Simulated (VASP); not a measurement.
# Cd (P6_3/mmc) in VASP: further runs, part 2 of 2

VASP 6.6.1. Earlier steps stand in the parts before.

## 3. Relaxation of volume and atoms at fixed shape, PBEsol

This run uses another cell than the first one, of 21.59 Å³/atom, 1.022 times its volume.

INCAR reads:

```
PREC = Accurate ; ENCUT = 600
EDIFF = 1E-7 ; ISMEAR = -1
SIGMA = 0.05 ; LREAL = F
LASPH = T ; NELM = 100
ALGO = Normal ; ISIF = 8
LWAVE = F ; LCHARG = F
GGA = PS ; IBRION = 2
NSW = 80 ; EDIFFG = -0.03
```

KPOINTS reads:

```
Automatic mesh
0
Gamma
  9 9 4
```

POSCAR reads:

```
Cd
1.0
    2.9788700000      0.0000000000      0.0000000000
   -1.4894350000      2.5797770000      0.0000000000
    0.0000000000      0.0000000000      5.6176500000
Cd
2
Direct
    0.3333333333      0.6666666667      0.2500000000
    0.6666666667      0.3333333333      0.7500000000
```

Potentials or basis: VASP PAW PBE potentials, release 64 (Cd).

Run with:

```console
cat potpaw_PBE.64/Cd/POTCAR > POTCAR
mpirun -np 1 vasp_std > vasp.out
```

OUTCAR:

```text
PREC = Accurate
   ENCUT = 600
   EDIFF = 1E-7
   ISMEAR = -1
   LREAL = F
   LASPH = T
   NELM = 100
   ISIF = 8
   GGA = PS
   IBRION = 2
   NSW = 80
   EDIFFG = -0.03

 ion  position               nearest neighbor table
   1  0.333  0.667  0.250-   2 3.29   2 3.29   2 3.29   2 3.29   2 3.29   2 3.29
   2  0.667  0.333  0.750-   1 3.29   1 3.29   1 3.29   1 3.29   1 3.29   1 3.29

  LATTYP: Found a hexagonal cell.
 ALAT       =     2.9788700000
 C/A-ratio  =     1.8858325472

  Lattice vectors:

 A1 = (   2.9788700000,   0.0000000000,   0.0000000000)
 A2 = (  -1.4894350000,   2.5797770000,   0.0000000000)
 A3 = (   0.0000000000,   0.0000000000,   5.6176500000)

Analysis of symmetry for initial positions (statically):
=====================================================================
 Subroutine PRICEL returns:
 Original cell was already a primitive cell.

 Routine SETGRP: Setting up the symmetry group for a
 hexagonal supercell.

 Subroutine GETGRP returns: Found 24 space group operations
 (whereof 12 operations were pure point group operations)
 out of a pool of 24 trial point group operations.

The static configuration has the point symmetry D_3d.
 The point group associated with its full space group is D_6h.

Analysis of symmetry for dynamics (positions and initial velocities):
=====================================================================
 Subroutine PRICEL returns:
 Original cell was already a primitive cell.

 Routine SETGRP: Setting up the symmetry group for a
 hexagonal supercell.

 Subroutine GETGRP returns: Found 24 space group operations
 (whereof 12 operations were pure point group operations)
 out of a pool of 24 trial point group operations.

The dynamic configuration has the point symmetry D_3d.
 The point group associated with its full space group is D_6h.

 Subroutine INISYM returns: Found 24 space group operations
 (whereof 12 operations are pure point group operations),
 and found     1 'primitive' translations

----------------------------------------------------------------------------------------

                                     Primitive cell

  volume of cell :      43.1706

  direct lattice vectors                    reciprocal lattice vectors
     2.978870000  0.000000000  0.000000000     0.335697765  0.193815202  0.000000000
    -1.489435000  2.579777000  0.000000000     0.000000000  0.387630404  0.000000000
     0.000000000  0.000000000  5.617650000     0.000000000  0.000000000  0.178010378

  length of vectors
     2.978870000  2.978869918  5.617650000     0.387630393  0.387630404  0.178010378

  position of ions in fractional coordinates (direct lattice)
     0.333333333  0.666666667  0.250000000
     0.666666667  0.333333333  0.750000000

  ion indices of the primitive-cell ions
[... 102 lines left out ...]
   AEXX    =    0.0000 exact exchange contribution
   IVDW    =     0    specifies the selected vdW correction
   LEPSILON=     F    determine dielectric tensor
   LRPA    =     F    only Hartree local field effects (RPA)
 conjugate gradient relaxation of ions
 non-spin polarized calculation
  energy-cutoff  :      600.00
  volume of cell :       43.17
 maximum number of plane-waves:      1458
 NGX is ok and might be reduce to    24
   NGX = 11   NGY = 11   NGZ = 23

--------------------------------------- Ionic step        1  -------------------------------------------

 number of electron      24.0000000 magnetization

 Free energy of the ion-electron system (eV)
  ---------------------------------------------------
  ext. energy  EPLUGINS =         0.00000000
  ---------------------------------------------------
  free energy    TOTEN  =        -2.36289713 eV

  energy without entropy =       -2.35138675  energy(sigma->0) =       -2.35714194

------------------------ aborting loop because EDIFF is reached ----------------------------------------

  FORCE on cell =-STRESS in cart. coord.  units (eV):
  Direction    XX          YY          ZZ          XY          YZ          ZX
  --------------------------------------------------------------------------------------
  -------------------------------------------------------------------------------------
  Total       -0.3695002     -0.3695002      0.0462140      0.0000000     -0.0000000      0.0000000
  in kB      -13.7131392    -13.7131382      1.7151254      0.0000000     -0.0000000      0.0000000
  external PRESSURE =      -8.5703840 kB  Pullay stress =       0.0000000 kB

 VOLUME and BASIS-vectors are now :
 -----------------------------------------------------------------------------
  energy-cutoff  :      600.00
  volume of cell :       43.17
      direct lattice vectors                 reciprocal lattice vectors
     2.978870000  0.000000000  0.000000000     0.335697765  0.193815202  0.000000000
    -1.489435000  2.579777000  0.000000000     0.000000000  0.387630404  0.000000000
     0.000000000  0.000000000  5.617650000     0.000000000  0.000000000  0.178010378

 POSITION                                       TOTAL-FORCE (eV/Angst)
 -----------------------------------------------------------------------------------
     -0.00000      1.71985      1.40441        -0.000000      0.000000      0.000000
      1.48944      0.85993      4.21324         0.000000     -0.000000      0.000000
 -----------------------------------------------------------------------------------
    total drift:                               -0.000000      0.000000     -0.000000

  FREE ENERGIE OF THE ION-ELECTRON SYSTEM (eV)
  ---------------------------------------------------
  free  energy   TOTEN  =        -2.3628971251 eV

  energy  without entropy=       -2.3513867525  energy(sigma->0) =       -2.35714194

--------------------------------------- Ionic step        2  -------------------------------------------

 number of electron      24.0000008 magnetization

 Free energy of the ion-electron system (eV)
  ---------------------------------------------------
  ext. energy  EPLUGINS =         0.00000000
  ---------------------------------------------------
  free energy    TOTEN  =        -2.36488396 eV

  energy without entropy =       -2.35330949  energy(sigma->0) =       -2.35909672

 E-fermi :   3.1477     XC(G=0): -11.2981

 val. band max:        3.0247107560   @ k =   0.3333   0.1111   0.0000
 cond. band min:       3.1722910796   @ k =   0.3333   0.2222   0.2500
 fundamental gap:      0.1475803236
 Fermi energy:         3.1476500552

 k-point     1 :       0.0000    0.0000    0.0000
  band No.  band energies     occupation
      1      -6.9993      2.00000
      2      -6.7231      2.00000
      3      -6.3203      2.00000
      4      -6.3203      2.00000
      5      -6.2665      2.00000
      6      -6.2665      2.00000
[... 433 lines left out ...]
      3      -6.4338      2.00000
      4      -6.2125      2.00000
      5      -6.1492      2.00000
      6      -6.1492      2.00000
[... 8 lines left out ...]
     15       5.8625      0.00000
     16       6.2577      0.00000

 [... further k-points ...]

------------------------ aborting loop because EDIFF is reached ----------------------------------------

  FORCE on cell =-STRESS in cart. coord.  units (eV):
  Direction    XX          YY          ZZ          XY          YZ          ZX
  --------------------------------------------------------------------------------------
  -------------------------------------------------------------------------------------
  Total       -0.1237361     -0.1237361      0.2401370      0.0000000     -0.0000000      0.0000000
  in kB       -4.6697799     -4.6697795      9.0627290      0.0000000     -0.0000000      0.0000000
  external PRESSURE =      -0.0922768 kB  Pullay stress =       0.0000000 kB

 VOLUME and BASIS-vectors are now :
 -----------------------------------------------------------------------------
  energy-cutoff  :      600.00
  volume of cell :       42.45
      direct lattice vectors                 reciprocal lattice vectors
     2.962276773  0.000000000  0.000000000     0.337578179  0.194900860  0.000000000
    -1.481138387  2.565406845  0.000000000     0.000000000  0.389801720  0.000000000
     0.000000000  0.000000000  5.586357953     0.000000000  0.000000000  0.179007505

 POSITION                                       TOTAL-FORCE (eV/Angst)
 -----------------------------------------------------------------------------------
     -0.00000      1.71027      1.39659        -0.000000      0.000000      0.000000
      1.48114      0.85514      4.18977         0.000000     -0.000000      0.000000
 -----------------------------------------------------------------------------------
    total drift:                               -0.000000      0.000000     -0.000000

  FREE ENERGIE OF THE ION-ELECTRON SYSTEM (eV)
  ---------------------------------------------------
  free  energy   TOTEN  =        -2.3648839558 eV

  energy  without entropy=       -2.3533094926  energy(sigma->0) =       -2.35909672

 reached required accuracy - stopping structural energy minimisation
```

It took 16 s on 1 thread of Intel Xeon 6975P-C (Granite Rapids), shared host; peak memory 0.18 GiB.

What came out:

* Free energy: -2.3649 eV
* Relaxed volume: 21.23 Å³/atom
* Relaxed cell: a = 2.962 Å, b = 2.962 Å, c = 5.586 Å, α = 90.00°, β = 90.00°, γ = 120.00°
* Space group after relaxing (to 0.05 Å): P6_3/mmc (No. 194)
* Energy gained by relaxing: 1.0 meV/atom
* Ionic steps: 2
* Pressure after relaxing: 0.0 GPa
* Band gap on the k mesh: zero (band 12 reaches 3.94 eV, above the bottom of band 13 at -0.11 eV)

The path:
```csv
step,energy change (eV),largest force (eV/Å),pressure (GPa),volume (Å³)
1,0.0000,0.0000,-0.86,43.17
2,-0.0020,0.0000,-0.01,42.45
```

Final structure:
```yaml
crystal:
  lattice:
    - [2.96228, 0.00000, 0.00000]
    - [-1.48114, 2.56541, 0.00000]
    - [0.00000, 0.00000, 5.58636]
  atoms:
    - { symbol: Cd, position: [0.33333, 0.66667, 0.25000] }
    - { symbol: Cd, position: [0.66667, 0.33333, 0.75000] }
```

Levels at points of the mesh, in eV from the Fermi level:
```tsv
k point	band 10	band 11	band 12	band 13	band 14	band 15
(0.00, 0.00, 0.00)	-8.66	-8.66	-3.39	-3.26	10.41	14.29
(0.00, 0.00, 0.50)	-8.77	-7.72	-7.72	3.51	3.51	14.62
```

Caveat: the PAW data sets were made with another functional, which shifts forces and pressure a little.
